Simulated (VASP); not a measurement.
**Cr: single point with r2SCAN**

The system is Cr.

```
Cr
1.0
     2.81213    0.00000    0.00000
    -1.40606    2.43537    0.00000
     0.00000    0.00000    3.82064
Cr
2
Direct
  0.33333 0.66667 0.25000
  0.66667 0.33333 0.75000
```

This cell differs from its parent crystal: volume scaled by 0.88.

```json
{
  "Program": "VASP 6.6.1",
  "Task": "single point",
  "Functional": "r2SCAN",
  "Potentials or basis": "VASP PAW PBE potentials, release 64 (Cr_pv)",
  "Cutoff": "520 eV",
  "k mesh": "14 × 14 × 9",
  "Occupations": "fermi-dirac, width 0.05 eV",
  "Spin": "collinear spin, antiferromagnetic start",
  "Starting moments": "[3.096, -3.096] μB",
  "Dipole correction": "no",
  "Further INCAR settings": "ALGO = Normal; EDIFF = 1e-06; NBANDS = 23"
}
```

```
Pressure                                              : 10.7 GPa
Band gap on the k mesh                                : zero (filled and empty bands overlap)
Net moment                                            : 0.00 μB per cell
Site moments                                          : Cr +2.78, -2.78 μB
Valence electrons inside the program's atomic spheres : Cr 11.13
```

Stress tensor (GPa, compression positive):
```
 9.44  0.00  0.00
 0.00  9.44  0.00
 0.00  0.00 13.36
```

Levels at points of the mesh, in eV from the Fermi level:
Spin up:
| k point | band 8 | band 9 | band 10 | band 11 | band 12 | band 13 | band 14 | band 15 | band 16 | band 17 |
| --- | --- | --- | --- | --- | --- | --- | --- | --- | --- | --- |
| (0.00, 0.00, 0.00) | -4.34 | -1.79 | -1.79 | -1.15 | -1.15 | 1.11 | 1.23 | 1.45 | 1.45 | 2.19 |
| (0.50, 0.00, 0.00) | -3.72 | -3.44 | -2.25 | -1.99 | 0.24 | 0.64 | 1.12 | 1.25 | 2.94 | 3.55 |
Spin down:
| k point | band 10 | band 11 | band 12 | band 13 | band 14 | band 15 |
| --- | --- | --- | --- | --- | --- | --- |
| (0.00, 0.00, 0.00) | -1.79 | -1.15 | -1.15 | 1.11 | 1.23 | 1.45 |
| (0.50, 0.00, 0.00) | -2.25 | -1.99 | 0.24 | 0.64 | 1.12 | 1.25 |

It took 15 min on 1 thread of Oxide Virtual Turin-like Processor, on a shared host, peak memory 0.2 GiB.

Caveat: the PAW data sets were made with another functional, which shifts forces and pressure a little.
